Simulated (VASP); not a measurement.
# ScAl3 (Pm-3m) in VASP: further runs

ScAl3 is run at these levels: PBEsol; tasks: single point.

All numbers are computed with VASP 6.6.1; they aren't measurements. Logs are shortened: lines on timing, memory, paths and dates and some standing lists are left out, and cuts for length are marked.

## Step 1: The cell of the first run

The structure is cubic, space group Pm-3m (No. 221). Conventional cell: a = 4.004 Å, b = 4.004 Å, c = 4.004 Å, α = 90.00°, β = 90.00°, γ = 90.00°. Within 3.7 Å of Sc (site symmetry m-3m) lie 12 Al at 2.83 Å. Al (site symmetry 4/mmm) has 4 Sc at 2.83 Å and 8 Al at 2.83 Å within 3.7 Å.

## Step 2: Single point, PBEsol

INCAR

```
SYSTEM = ScAl3
ALGO = Normal ; EDIFF = 1E-6
ENCUT = 520 ; GGA = PS
ISIF = 2 ; ISMEAR = -1
LASPH = .True. ; LCHARG = .False.
LREAL = .False. ; LWAVE = .False.
NBANDS = 18 ; NELM = 80
PREC = Accurate ; SIGMA = 0.1
```

KPOINTS

```
k-points
0
Gamma
  7 7 7
  0 0 0
```

POSCAR

```
ScAl3
1.0
    4.0043589523      0.0000000000      0.0000000000
    0.0000000000      4.0043589523      0.0000000000
    0.0000000000      0.0000000000      4.0043589523
Sc Al
1 3
Direct
    0.0000000000      0.0000000000      0.0000000000
    0.5000000000      0.0000000000      0.5000000000
    0.0000000000      0.5000000000      0.5000000000
    0.5000000000      0.5000000000      0.0000000000
```

Potentials or basis: VASP PAW PBE potentials, release 64 (Sc_sv, Al).

On the command line:

```
$ cat potpaw_PBE.64/Sc_sv/POTCAR potpaw_PBE.64/Al/POTCAR > POTCAR
$ mpirun -np 1 vasp_std > vasp.out
```

OUTCAR:

```text
SYSTEM = ScAl3
   EDIFF = 1E-6
   ENCUT = 520
   GGA = PS
   ISIF = 2
   ISMEAR = -1
   LASPH = .True.
   LREAL = .False.
   NELM = 80
   PREC = Accurate

 ion  position               nearest neighbor table
   1  0.000  0.000  0.000-   2 2.83   3 2.83   4 2.83   2 2.83   3 2.83   3 2.83   4 2.83   3 2.83
                             2 2.83   4 2.83   2 2.83   4 2.83
   2  0.500  0.000  0.500-   1 2.83   3 2.83   4 2.83   1 2.83   4 2.83   3 2.83   4 2.83   4 2.83
                             1 2.83   3 2.83   1 2.83   3 2.83
   3  0.000  0.500  0.500-   1 2.83   2 2.83   4 2.83   1 2.83   4 2.83   1 2.83   2 2.83   1 2.83
                             2 2.83   4 2.83   4 2.83   2 2.83
   4  0.500  0.500  0.000-   1 2.83   2 2.83   3 2.83   2 2.83   3 2.83   1 2.83   2 2.83   2 2.83
                             1 2.83   3 2.83   3 2.83   1 2.83

  LATTYP: Found a simple cubic cell.
 ALAT       =     4.0043589523

  Lattice vectors:

 A1 = (   4.0043589523,   0.0000000000,   0.0000000000)
 A2 = (   0.0000000000,   4.0043589523,   0.0000000000)
 A3 = (   0.0000000000,   0.0000000000,   4.0043589523)

Analysis of symmetry for initial positions (statically):
=====================================================================
 Subroutine PRICEL returns:
 Original cell was already a primitive cell.

 Routine SETGRP: Setting up the symmetry group for a
 simple cubic supercell.

 Subroutine GETGRP returns: Found 48 space group operations
[... 9 lines left out ...]

 Routine SETGRP: Setting up the symmetry group for a
 simple cubic supercell.

 Subroutine GETGRP returns: Found 48 space group operations
[... 11 lines left out ...]
                                     Primitive cell

  volume of cell :      64.2095

  direct lattice vectors                    reciprocal lattice vectors
     4.004358952  0.000000000  0.000000000     0.249727862  0.000000000  0.000000000
     0.000000000  4.004358952  0.000000000     0.000000000  0.249727862  0.000000000
     0.000000000  0.000000000  4.004358952     0.000000000  0.000000000  0.249727862

  length of vectors
     4.004358952  4.004358952  4.004358952     0.249727862  0.249727862  0.249727862

  position of ions in fractional coordinates (direct lattice)
     0.000000000  0.000000000  0.000000000
     0.500000000  0.000000000  0.500000000
     0.000000000  0.500000000  0.500000000
     0.500000000  0.500000000  0.000000000

  ion indices of the primitive-cell ions
   primitive index   ion index
                 1           1
                 2           2
                 3           3
                 4           4

----------------------------------------------------------------------------------------

 KPOINTS: k-points

Automatic generation of k-mesh.
 Grid dimensions read from file:
 generate k-points for:    7    7    7

 Generating k-lattice:

  Cartesian coordinates                     Fractional coordinates (reciprocal lattice)
     0.035675409  0.000000000  0.000000000     0.142857143  0.000000000  0.000000000
     0.000000000  0.035675409  0.000000000     0.000000000  0.142857143  0.000000000
     0.000000000  0.000000000  0.035675409     0.000000000  0.000000000  0.142857143

  Length of vectors
     0.035675409  0.035675409  0.035675409

  Shift w.r.t. Gamma in fractional coordinates (k-lattice)
     0.000000000  0.000000000  0.000000000

 Subroutine IBZKPT returns following result:
 ===========================================

 Found     20 irreducible k-points:

 Following reciprocal coordinates:
            Coordinates               Weight
  0.000000  0.000000  0.000000      1.000000
  0.142857  0.000000  0.000000      6.000000
  0.285714  0.000000  0.000000      6.000000
  0.428571  0.000000  0.000000      6.000000
  0.142857  0.142857  0.000000     12.000000
  0.285714  0.142857  0.000000     24.000000
[... 12 lines left out ...]
  0.428571  0.428571  0.285714     24.000000
  0.428571  0.428571  0.428571      8.000000
   k-points           NKPTS =     20   k-points in BZ     NKDIM =     20   number of bands    NBANDS=     18
   number of dos      NEDOS =    301   number of ions     NIONS =      4
   total plane-waves  NPLWV =  27000
   dimension x,y,z NGX =    30 NGY =   30 NGZ =   30
   dimension x,y,z NGXF=    60 NGYF=   60 NGZF=   60
   ions per type =               1   3
   NGX,Y,Z   is equivalent  to a cutoff of  12.45, 12.45, 12.45 a.u.
   NGXF,Y,Z  is equivalent  to a cutoff of  24.91, 24.91, 24.91 a.u.
 SYSTEM =  ScAl3
   PREC   = accura    normal or accurate (medium, high low for compatibility)
   ISTART =      0    job   : 0-new  1-cont  2-samecut
   ICHARG =      2    charge: 1-file 2-atom 10-const
   ISPIN  =      1    spin polarized calculation?
   LNONCOLLINEAR =      F non collinear calculations
   LSORBIT =      F    spin-orbit coupling
   LASPH  =      T    aspherical Exc in radial PAW
   ENCUT  =  520.0 eV  38.22 Ry    6.18 a.u.   7.45  7.45  7.45*2*pi/ulx,y,z
   NELM   =     80;   NELMIN=  2; NELMDL= -5     # of ELM steps
   EDIFF  = 0.1E-05   stopping-criterion for ELM
   LREAL  =      F    real-space projection
   EDIFFG = 0.1E-04   stopping-criterion for IOM
   NSW    =      0    number of steps for IOM
   IBRION =     -1    ionic relax: 0-MD 1-quasi-New 2-CG
   NFREE  =      0    steps in history (QN), initial steepest desc. (CG)
   ISIF   =      2    stress and relaxation
   ISYM   =      2    0-nonsym 1-usesym 2-fastsym
   POTIM  = 0.5000    time-step for ionic-motion
   TEBEG  =    0.0;   TEEND  =   0.0 temperature during run
   PSTRESS=    0.0 pullay stress
   NELECT =      20.0000    total number of electrons
   NUPDOWN=      -1.0000    fix difference up-down
   EMIN   =  10.00;   EMAX   =-10.00  energy-range for DOS
   EFERMI =   0.00;   METHOD = LEGACY
   ISMEAR =    -1;   SIGMA  =   0.10  broadening in eV -4-tet -1-fermi 0-gaus
   EFERMI_NEDOS =   21; number of points for ismear=-14 and -15
   IALGO  =     38    algorithm
   IMIX   =      4    mixing-type and parameters
     AMIX     =   0.40;   BMIX     =  1.00
     AMIX_MAG =   1.60;   BMIX_MAG =  1.00
  volume/ion in A,a.u.               =      16.05       108.33
  Fermi-wavevector in a.u.,A,eV,Ry     =   1.109733  2.097091 16.755674  1.231507
  Thomas-Fermi vector in A             =   2.246276
   LORBIT       =      0    0 simple, 1 ext, 2 COOP (PROOUT), +10 PAW based schemes
   GGA     = PS    functional components
   LHFCALC =     F    Hartree Fock is set to
   AEXX    =    0.0000 exact exchange contribution
   IVDW    =     0    specifies the selected vdW correction
   LEPSILON=     F    determine dielectric tensor
   LRPA    =     F    only Hartree local field effects (RPA)
 non-spin polarized calculation
  energy-cutoff  :      520.00
  volume of cell :       64.21
 maximum number of plane-waves:      1751
 NGX is ok and might be reduce to    30
   NGX = 15   NGY = 15   NGZ = 15

 number of electron      20.0000007 magnetization

 Free energy of the ion-electron system (eV)
  ---------------------------------------------------
  ext. energy  EPLUGINS =         0.00000000
  ---------------------------------------------------
  free energy    TOTEN  =       -20.73437745 eV

  energy without entropy =      -20.69451379  energy(sigma->0) =      -20.71444562

 E-fermi :   7.7006     XC(G=0): -10.7436

 val. band max:        7.6541886221   @ k =   0.2857   0.0000   0.0000
 cond. band min:       7.7502342402   @ k =   0.2857   0.2857   0.0000
 fundamental gap:      0.0960456181
 Fermi energy:         7.7006449472

 k-point     1 :       0.0000    0.0000    0.0000
  band No.  band energies     occupation
      1     -40.7775      2.00000
      2     -19.6012      2.00000
      3     -19.6012      2.00000
      4     -19.6012      2.00000
      5      -2.5755      2.00000
      6       5.0593      2.00000
[... 10 lines left out ...]
     17      13.3830      0.00000
     18      13.3830      0.00000

 k-point     2 :       0.1429    0.0000    0.0000
  band No.  band energies     occupation
      1     -40.7771      2.00000
      2     -19.6096      2.00000
      3     -19.6006      2.00000
      4     -19.6006      2.00000
      5      -2.3777      2.00000
      6       3.7994      2.00000
[... 10 lines left out ...]
     17      13.4776      0.00000
     18      13.4776      0.00000

 k-point     3 :       0.2857    0.0000    0.0000
  band No.  band energies     occupation
      1     -40.7763      2.00000
      2     -19.6285      2.00000
      3     -19.5991      2.00000
      4     -19.5991      2.00000
      5      -1.7989      2.00000
      6       2.1044      2.00000
[... 10 lines left out ...]
     17      12.8360      0.00000
     18      14.0911      0.00000

 k-point     4 :       0.4286    0.0000    0.0000
  band No.  band energies     occupation
      1     -40.7756      2.00000
      2     -19.6436      2.00000
      3     -19.5979      2.00000
      4     -19.5979      2.00000
      5      -0.9162      2.00000
      6       0.6230      2.00000
[... 10 lines left out ...]
     17      12.1594      0.00000
     18      13.5122      0.00000

 k-point     5 :       0.1429    0.1429    0.0000
  band No.  band energies     occupation
      1     -40.7767      2.00000
      2     -19.6094      2.00000
      3     -19.6084      2.00000
      4     -19.5999      2.00000
      5      -2.1827      2.00000
      6       3.8000      2.00000
[... 10 lines left out ...]
     17      13.6596      0.00000
     18      13.7869      0.00000

 k-point     6 :       0.2857    0.1429    0.0000
  band No.  band energies     occupation
      1     -40.7759      2.00000
      2     -19.6276      2.00000
      3     -19.6072      2.00000
      4     -19.5985      2.00000
      5      -1.6125      2.00000
      6       2.2648      2.00000
[... 10 lines left out ...]
     17      12.5881      0.00000
     18      14.0717      0.00000

 k-point     7 :       0.4286    0.1429    0.0000
  band No.  band energies     occupation
      1     -40.7753      2.00000
      2     -19.6424      2.00000
      3     -19.6058      2.00000
      4     -19.5973      2.00000
      5      -0.7489      2.00000
      6       0.8072      2.00000
[... 10 lines left out ...]
     17      12.4034      0.00000
     18      13.9582      0.00000

 k-point     8 :       0.2857    0.2857    0.0000
  band No.  band energies     occupation
      1     -40.7752      2.00000
      2     -19.6260      2.00000
      3     -19.6245      2.00000
      4     -19.5970      2.00000
      5      -1.0696      2.00000
      6       2.6942      2.00000
[... 10 lines left out ...]
     17      12.6773      0.00000
     18      13.9092      0.00000
[... 145 lines left out ...]
     17      13.1791      0.00000
     18      13.8228      0.00000

 k-point    16 :       0.4286    0.4286    0.1429
  band No.  band energies     occupation
      1     -40.7736      2.00000
      2     -19.6366      2.00000
      3     -19.6363      2.00000
      4     -19.6021      2.00000
      5       0.5917      2.00000
      6       2.2108      2.00000
[... 10 lines left out ...]
     17      12.3805      0.00000
     18      14.2101      0.00000

 k-point    17 :       0.2857    0.2857    0.2857
  band No.  band energies     occupation
      1     -40.7741      2.00000
      2     -19.6236      2.00000
      3     -19.6214      2.00000
      4     -19.6214      2.00000
      5      -0.3768      2.00000
      6       3.1388      2.00000
[... 10 lines left out ...]
     17      13.5835      0.00000
     18      14.1318      0.00000

 k-point    18 :       0.4286    0.2857    0.2857
  band No.  band energies     occupation
      1     -40.7735      2.00000
      2     -19.6360      2.00000
      3     -19.6211      2.00000
      4     -19.6197      2.00000
      5       0.3795      2.00000
      6       1.9745      2.00000
[... 10 lines left out ...]
     17      13.0880      0.00000
     18      14.3213      0.00000

 k-point    19 :       0.4286    0.4286    0.2857
  band No.  band energies     occupation
      1     -40.7729      2.00000
      2     -19.6341      2.00000
      3     -19.6338      2.00000
      4     -19.6186      2.00000
      5       1.0835      2.00000
      6       2.5356      2.00000
[... 10 lines left out ...]
     17      12.3013      0.00000
     18      15.4143      0.00000

 k-point    20 :       0.4286    0.4286    0.4286
  band No.  band energies     occupation
      1     -40.7723      2.00000
      2     -19.6321      2.00000
      3     -19.6317      2.00000
      4     -19.6317      2.00000
      5       1.8293      2.00000
      6       2.8921      2.00000
[... 10 lines left out ...]
     17      12.1641      0.00000
     18      17.6274      0.00000

------------------------ aborting loop because EDIFF is reached ----------------------------------------

  FORCE on cell =-STRESS in cart. coord.  units (eV):
  Direction    XX          YY          ZZ          XY          YZ          ZX
  --------------------------------------------------------------------------------------
  -------------------------------------------------------------------------------------
  Total        2.0925656      2.0925656      2.0925656      0.0000000      0.0000000      0.0000000
  in kB       52.2144453     52.2144453     52.2144453      0.0000000      0.0000000      0.0000000
  external PRESSURE =      52.2144453 kB  Pullay stress =       0.0000000 kB

 VOLUME and BASIS-vectors are now :
 -----------------------------------------------------------------------------
  energy-cutoff  :      520.00
  volume of cell :       64.21
      direct lattice vectors                 reciprocal lattice vectors
     4.004358952  0.000000000  0.000000000     0.249727862  0.000000000  0.000000000
     0.000000000  4.004358952  0.000000000     0.000000000  0.249727862  0.000000000
     0.000000000  0.000000000  4.004358952     0.000000000  0.000000000  0.249727862

 POSITION                                       TOTAL-FORCE (eV/Angst)
 -----------------------------------------------------------------------------------
      0.00000      0.00000      0.00000         0.000000      0.000000      0.000000
      2.00218      0.00000      2.00218         0.000000      0.000000      0.000000
      0.00000      2.00218      2.00218         0.000000      0.000000      0.000000
      2.00218      2.00218      0.00000         0.000000      0.000000      0.000000
 -----------------------------------------------------------------------------------
    total drift:                               -0.000000     -0.000000      0.000000

  FREE ENERGIE OF THE ION-ELECTRON SYSTEM (eV)
  ---------------------------------------------------
  free  energy   TOTEN  =       -20.7343774487 eV

  energy  without entropy=      -20.6945137908  energy(sigma->0) =      -20.71444562
```

Run time: 11 s. Hardware: 1 thread of AMD EPYC 9R45 (Zen 5), shared host; peak memory 0.14 GiB.

What came out:

* Free energy: -20.7344 eV
* Pressure: 5.2 GPa
* Band gap on the k mesh: zero (band 10 reaches 8.78 eV, above the bottom of band 11 at 5.03 eV)

Caveat: the PAW data sets were made with another functional, which shifts forces and pressure a little.

[end of part 1 of 2]
